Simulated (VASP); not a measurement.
A run of VASP 6.6.1 is set up as follows.

Contents of POSCAR:

```
Ga4Sb3N
1.0
    4.0969288892      0.0000000000      0.0000000000
   -2.0484644446      3.5480444956      0.0000000000
    0.0000000000      0.0000000000     13.4364866635
N Sb Ga
1 3 4
Direct
    0.6666666667      0.3333333333     -0.0035708169
    0.6666666667      0.3333333333      0.4987015721
    0.3333333333      0.6666666667      0.7698891764
    0.3333333333      0.6666666667      0.2273396028
    0.6666666667      0.3333333333      0.8535054877
    0.6666666667      0.3333333333      0.3015580156
    0.3333333333      0.6666666667      0.5747586725
    0.3333333333      0.6666666667      0.0278182900
```

File INCAR.step1:

```
SYSTEM = Ga4Sb3N
PREC = Accurate
ENCUT = 520
ISMEAR = -1
SIGMA = 0.02
LREAL = .FALSE.
LASPH = .TRUE.
NELM = 100
NBANDS = 46
GGA = PE
ALGO = Normal
EDIFF = 1E-4
LWAVE = .TRUE.
LCHARG = .FALSE.
```

File INCAR.step2:

```
SYSTEM = Ga4Sb3N
PREC = Accurate
ENCUT = 520
EDIFF = 1E-7
ISMEAR = -1
SIGMA = 0.02
LREAL = .FALSE.
LASPH = .TRUE.
NELM = 100
ALGO = Normal
ISIF = 2
LWAVE = .FALSE.
LCHARG = .FALSE.
METAGGA = R2SCAN
LMIXTAU = .TRUE.
NBANDS = 46
ISTART = 1
```

File KPOINTS:

```
regular mesh
0
G
  12 12 2
  0 0 0
```

Potentials or basis: VASP PAW PBE potentials, release 64 (N, Sb, Ga_d).

Launch:

```bash
$ cat potpaw_PBE.64/N/POTCAR potpaw_PBE.64/Sb/POTCAR potpaw_PBE.64/Ga_d/POTCAR > POTCAR
$ cp INCAR.step1 INCAR
$ mpirun -np 1 vasp_std > vasp.out
$ cp INCAR.step2 INCAR
$ mpirun -np 1 vasp_std > vasp.out
```

Predict the largest force.

0.105 eV/Å.

Estimate the band gap on the k mesh.

zero (bands 36 and 37 overlap by 0.47 eV).

Forces on the atoms (eV/Å):
```
N    0.000  0.000  0.089
Sb   0.000  0.000  0.003
Sb   0.000  0.000  0.005
Sb   0.000  0.000  0.001
Ga   0.000  0.000 -0.105
Ga   0.000  0.000 -0.025
Ga   0.000  0.000 -0.030
Ga   0.000  0.000  0.062
```

Caveat: semilocal functionals underestimate gaps, so a narrow gap can read as zero; the PAW data sets were made with another functional, which shifts forces and pressure a little; spin-orbit coupling is left out, which moves the levels of the heavy elements.
